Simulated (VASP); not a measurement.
# NbAl2C2 (P-6m2) in VASP: notebook

Runs on NbAl2C2. Level: PBE. Tasks: single point, relaxation of cell and atoms.

All numbers are computed with VASP 6.6.1; they aren't measurements. Logs are shortened: lines on timing, memory, paths and dates and some standing lists are left out, and cuts for length are marked.

## Step 1: The cell of the first run

Symmetry: P-6m2, No. 187, hexagonal system. Conventional cell: a = 2.638 Å, b = 2.638 Å, c = 13.977 Å, α = 90.00°, β = 90.00°, γ = 120.00°. Within 3.5 Å of Al (site symmetry 3m) lie 6 Al at 2.64 Å and 3 Nb at 2.94 Å. Nb (site symmetry -6m2) has 6 Nb at 2.64 Å and 6 Al at 2.94 Å within 3.5 Å. Within 2.0 Å of C (site symmetry -6m2) lie 3 C at 1.52 Å. Within 2.0 Å of C (site symmetry -6m2) lie 3 C at 1.52 Å.

## Step 2: Single point, PBE

Input file INCAR:

```
ALGO = Normal ; EDIFF = 1E-6
ENCUT = 520 ; GGA = PE
ISIF = 2 ; ISMEAR = 0
LASPH = True ; LCHARG = False
LREAL = False ; LWAVE = False
NBANDS = 22 ; NELM = 100
PREC = Accurate ; SIGMA = 0.1
```

Input file KPOINTS:

```
k-points
0
Gamma
  18 18 4
```

Input file POSCAR:

```
NbAl2C2
1.0
    2.6377391591      0.0000000000      0.0000000000
   -1.3188695795      2.2843491203      0.0000000000
    0.0000000000      0.0000000000     13.9774350341
Al Nb C
2 1 2
Direct
    0.6666666667      0.3333333333      0.8202604637
    0.6666666667      0.3333333333      0.1797395363
    0.0000000000      0.0000000000      0.0000000000
    0.0000000000      0.0000000000      0.5000000000
    0.3333333333      0.6666666667      0.5000000000
```

Potentials or basis: VASP PAW PBE potentials, release 64 (Al, Nb_sv, C).

Started as:

```bash
$ cat potpaw_PBE.64/Al/POTCAR potpaw_PBE.64/Nb_sv/POTCAR potpaw_PBE.64/C/POTCAR > POTCAR
$ mpirun -np 1 vasp_std > vasp.out
```

OUTCAR:

```text
EDIFF = 1E-6
   ENCUT = 520
   GGA = PE
   ISIF = 2
   ISMEAR = 0
   LASPH = True
   LREAL = False
   NELM = 100
   PREC = Accurate

 ion  position               nearest neighbor table
   1  0.667  0.333  0.820-   3 2.94   3 2.94   3 2.94
   2  0.667  0.333  0.180-   3 2.94   3 2.94   3 2.94
   3  0.000  0.000  0.000-   1 2.94   2 2.94   1 2.94   2 2.94   1 2.94   2 2.94
   4  0.000  0.000  0.500-   5 1.52   5 1.52   5 1.52
   5  0.333  0.667  0.500-   4 1.52   4 1.52   4 1.52

  LATTYP: Found a hexagonal cell.
 ALAT       =     2.6377391591
 C/A-ratio  =     5.2990209384

  Lattice vectors:

 A1 = (   2.6377391591,   0.0000000000,   0.0000000000)
 A2 = (  -1.3188695795,   2.2843491203,   0.0000000000)
 A3 = (   0.0000000000,   0.0000000000,  13.9774350341)

Analysis of symmetry for initial positions (statically):
=====================================================================
 Subroutine PRICEL returns:
 Original cell was already a primitive cell.

 Routine SETGRP: Setting up the symmetry group for a
 hexagonal supercell.

 Subroutine GETGRP returns: Found 12 space group operations
 (whereof 12 operations were pure point group operations)
 out of a pool of 24 trial point group operations.

The static configuration has the point symmetry D_3h.

Analysis of symmetry for dynamics (positions and initial velocities):
=====================================================================
 Subroutine PRICEL returns:
 Original cell was already a primitive cell.

 Routine SETGRP: Setting up the symmetry group for a
 hexagonal supercell.

 Subroutine GETGRP returns: Found 12 space group operations
 (whereof 12 operations were pure point group operations)
 out of a pool of 24 trial point group operations.

The dynamic configuration has the point symmetry D_3h.

 Subroutine INISYM returns: Found 12 space group operations
 (whereof 12 operations are pure point group operations),
 and found     1 'primitive' translations

----------------------------------------------------------------------------------------

                                     Primitive cell

  volume of cell :      84.2213

  direct lattice vectors                    reciprocal lattice vectors
     2.637739159  0.000000000  0.000000000     0.379112543  0.218880729  0.000000000
    -1.318869580  2.284349120  0.000000000     0.000000000  0.437761457  0.000000000
[... 91 lines left out ...]
   EDIFF  = 0.1E-05   stopping-criterion for ELM
   LREAL  =      F    real-space projection
   EDIFFG = 0.1E-04   stopping-criterion for IOM
   NSW    =      0    number of steps for IOM
   IBRION =     -1    ionic relax: 0-MD 1-quasi-New 2-CG
   NFREE  =      0    steps in history (QN), initial steepest desc. (CG)
   ISIF   =      2    stress and relaxation
   ISYM   =      2    0-nonsym 1-usesym 2-fastsym
   POTIM  = 0.5000    time-step for ionic-motion
   TEBEG  =    0.0;   TEEND  =   0.0 temperature during run
   PSTRESS=    0.0 pullay stress
   NELECT =      27.0000    total number of electrons
   NUPDOWN=      -1.0000    fix difference up-down
   EMIN   =  10.00;   EMAX   =-10.00  energy-range for DOS
   EFERMI =   0.00;   METHOD = LEGACY
   ISMEAR =     0;   SIGMA  =   0.10  broadening in eV -4-tet -1-fermi 0-gaus
   EFERMI_NEDOS =   21; number of points for ismear=-14 and -15
   IALGO  =     38    algorithm
   IMIX   =      4    mixing-type and parameters
     AMIX     =   0.40;   BMIX     =  1.00
     AMIX_MAG =   1.60;   BMIX_MAG =  1.00
  volume/ion in A,a.u.               =      16.84       113.67
  Fermi-wavevector in a.u.,A,eV,Ry     =   1.120441  2.117326 17.080577  1.255387
  Thomas-Fermi vector in A             =   2.257087
   LORBIT       =      0    0 simple, 1 ext, 2 COOP (PROOUT), +10 PAW based schemes
   GGA     = PE    functional components
   LHFCALC =     F    Hartree Fock is set to
   AEXX    =    0.0000 exact exchange contribution
   IVDW    =     0    specifies the selected vdW correction
   LEPSILON=     F    determine dielectric tensor
   LRPA    =     F    only Hartree local field effects (RPA)
 non-spin polarized calculation
 Gauss-broadening in eV      SIGMA  =   0.10
  energy-cutoff  :      520.00
  volume of cell :       84.22
 maximum number of plane-waves:      2316
 NGX is ok and might be reduce to    20
   NGX =  9   NGY =  9   NGZ = 51

 number of electron      26.9999999 magnetization

 Free energy of the ion-electron system (eV)
  ---------------------------------------------------
  ext. energy  EPLUGINS =         0.00000000
  ---------------------------------------------------
  free energy    TOTEN  =       -34.55728294 eV

  energy without entropy =      -34.54714450  energy(sigma->0) =      -34.55221372

 E-fermi :   5.8507     XC(G=0):  -9.4391

 val. band max:        5.8403556558   @ k =   0.4444   0.1111   0.5000
 cond. band min:       5.8765659115   @ k =   0.0556   0.0556   0.0000
 fundamental gap:      0.0362102557
 Fermi energy:         5.8506600962

 k-point     1 :       0.0000    0.0000    0.0000
  band No.  band energies     occupation
      1     -48.8550      2.00000
      2     -25.0382      2.00000
      3     -23.4725      2.00000
      4     -23.4725      2.00000
      5     -12.5658      2.00000
      6      -3.9678      2.00000
[... 589 lines left out ...]
     21      12.0540      0.00000
     22      12.5419      0.00000

 [... further k-points ...]

------------------------ aborting loop because EDIFF is reached ----------------------------------------

  FORCE on cell =-STRESS in cart. coord.  units (eV):
  Direction    XX          YY          ZZ          XY          YZ          ZX
  --------------------------------------------------------------------------------------
  -------------------------------------------------------------------------------------
  Total        0.0131269      0.0131269     -0.0450320      0.0000000      0.0000000      0.0000000
  in kB        0.2497187      0.2497187     -0.8566639      0.0000000      0.0000000      0.0000000
  external PRESSURE =      -0.1190755 kB  Pullay stress =       0.0000000 kB

 VOLUME and BASIS-vectors are now :
 -----------------------------------------------------------------------------
  energy-cutoff  :      520.00
  volume of cell :       84.22
      direct lattice vectors                 reciprocal lattice vectors
     2.637739159  0.000000000  0.000000000     0.379112543  0.218880729  0.000000000
    -1.318869580  2.284349120  0.000000000     0.000000000  0.437761457  0.000000000
     0.000000000  0.000000000 13.977435034     0.000000000  0.000000000  0.071543885

 POSITION                                       TOTAL-FORCE (eV/Angst)
 -----------------------------------------------------------------------------------
      1.31887      0.76145     11.46514         0.000000     -0.000000      0.007432
      1.31887      0.76145      2.51230         0.000000     -0.000000     -0.007432
      0.00000      0.00000      0.00000         0.000000     -0.000000      0.000000
      0.00000      0.00000      6.98872         0.000000     -0.000000      0.000000
     -0.00000      1.52290      6.98872        -0.000000      0.000000      0.000000
 -----------------------------------------------------------------------------------
    total drift:                                0.000001     -0.000001     -0.000000

  FREE ENERGIE OF THE ION-ELECTRON SYSTEM (eV)
  ---------------------------------------------------
  free  energy   TOTEN  =       -34.5572829379 eV

  energy  without entropy=      -34.5471445008  energy(sigma->0) =      -34.55221372
```

OSZICAR:

```text
N       E                     dE             d eps       ncg     rms          rms(c)
DAV:   1     0.174363437301E+03    0.17436E+03   -0.12488E+04  4916   0.108E+03
DAV:   2    -0.229053450313E+02   -0.19727E+03   -0.18731E+03  6542   0.325E+02
DAV:   3    -0.354087937930E+02   -0.12503E+02   -0.12221E+02  7544   0.678E+01
DAV:   4    -0.361904633855E+02   -0.78167E+00   -0.77824E+00  7998   0.156E+01
DAV:   5    -0.362085235204E+02   -0.18060E-01   -0.18054E-01  7104   0.208E+00    0.106E+01
DAV:   6    -0.349236185807E+02    0.12849E+01   -0.32264E+00  5496   0.769E+00    0.508E+00
DAV:   7    -0.349124226346E+02    0.11196E-01   -0.24586E+00  8128   0.877E+00    0.288E+00
DAV:   8    -0.345577917147E+02    0.35463E+00   -0.11195E+00  6490   0.409E+00    0.130E+00
DAV:   9    -0.345654911327E+02   -0.76994E-02   -0.15217E-01  6948   0.199E+00    0.451E-01
DAV:  10    -0.345578212311E+02    0.76699E-02   -0.37623E-02  6824   0.985E-01    0.170E-01
DAV:  11    -0.345576028581E+02    0.21837E-03   -0.71467E-03  5968   0.340E-01    0.103E-01
DAV:  12    -0.345573685012E+02    0.23436E-03   -0.11225E-03  6128   0.179E-01    0.296E-02
DAV:  13    -0.345573661018E+02    0.23994E-05   -0.48631E-04  6622   0.112E-01    0.359E-02
DAV:  14    -0.345572882023E+02    0.77900E-04   -0.16580E-04  7006   0.668E-02    0.852E-03
DAV:  15    -0.345572840991E+02    0.41033E-05   -0.21421E-05  6510   0.226E-02    0.719E-03
DAV:  16    -0.345572830711E+02    0.10280E-05   -0.38704E-06  6404   0.122E-02    0.359E-03
DAV:  17    -0.345572829379E+02    0.13320E-06   -0.26401E-06  5642   0.823E-03
   1 F= -.34557283E+02 E0= -.34552214E+02  d E =-.101384E-01
```

stdout:

```text
POSCAR found type information on POSCAR AlNbC
 POSCAR found :  3 types and       5 ions
 scaLAPACK will be used
 LDA part: xc-table for (Slater+PW92), standard interpolation
 POSCAR, INCAR and KPOINTS ok, starting setup
 FFT: planning ... GRIDC
 FFT: planning ... GRID_SOFT
 FFT: planning ... GRID
 WAVECAR not read
 entering main loop
```

It took 3.8 min on 1 thread of Intel Xeon Platinum 8259CL at 2.50GHz (Skylake/Cascade Lake), shared host; peak memory 0.34 GiB.

Results:

```yaml
Free_energy: -34.5573 eV
Pressure: 0.0 GPa
Largest_force: 0.007 eV/Å
```

Forces in eV/Å, atoms in the order of the input:
```
Al   0.000  0.000  0.007
Al   0.000  0.000 -0.007
Nb   0.000  0.000  0.000
C    0.000  0.000  0.000
C    0.000  0.000  0.000
```

Levels at points of the mesh, in eV from the Fermi level:
```csv
k point,band 11,band 12,band 13,band 14,band 15,band 16,band 17,band 18
"(0.00, 0.00, 0.00)",-3.52,-2.95,-2.57,0.49,0.49,2.54,4.09,4.43
"(0.50, 0.00, 0.00)",-2.89,-2.46,-2.23,-0.22,1.09,1.76,2.70,2.78
"(0.00, 0.00, 0.50)",-3.52,-2.91,-2.64,0.49,0.49,3.15,3.25,4.43
"(0.50, 0.00, 0.50)",-2.87,-2.46,-2.23,-0.21,1.04,1.79,2.70,2.82
```

(Part 1 of 2 ends here.)
